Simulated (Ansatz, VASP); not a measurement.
# MgF3 in VASP and in Ansatz

```
Mg F
1.0
     2.95057    0.00000    0.00000
    -1.47529    2.55527    0.00000
     0.00000    0.00000    7.92432
Mg F
1 3
Direct
  0.66667 0.33333 0.50000
  0.00000 0.00000 0.00000
  0.33333 0.66667 0.64330
  0.33333 0.66667 0.35670
```

Alike in both runs: functional PBE; k mesh 6 × 6 × 4; occupations gaussian, width 0.1 eV; collinear spin.

Ansatz relaxed the structure, and its values are those at the end. VASP's run is a single point on that final structure, the one shown.

|  | VASP | Ansatz |
| --- | --- | --- |
| version | VASP 6.6.1 | Ansatz 0.2.0 |
| potentials or method | VASP PAW PBE potentials, release 64 (Mg, F), cutoff 520 eV | scalar-relativistic, plane waves, PAW |
| valence electrons in the cell | 23 | 31 |

|  | VASP | Ansatz | Ansatz less VASP |
| --- | --- | --- | --- |
| gap on the k mesh at the Fermi level (eV) | none | none | - |
| pressure (GPa) | -0.4 | 0.1 | +0.48 |
| rms of the force components (eV/Å) | 0.013 | 0.001 | -0.0117 |
| net moment per atom (μB) | 0.25 | 0.25 | 0.000 |
| size of the moment on the site where the two differ most (μB) | 0.86 | 0.98 | +0.115 |

Site moments also hang on the region over which each program counts them. A gap of «none» marks a metal or a gap that the smearing closes. The functional is the same, so the differences come from potentials, cutoffs and numerics. VASP's potentials hold 23 valence electrons a cell and Ansatz's 31, so a difference there can come from the potentials and not from the codes. Ansatz's warnings: cell relax basis refresh.

The k mesh is coarse, so the values compare programs but aren't converged.
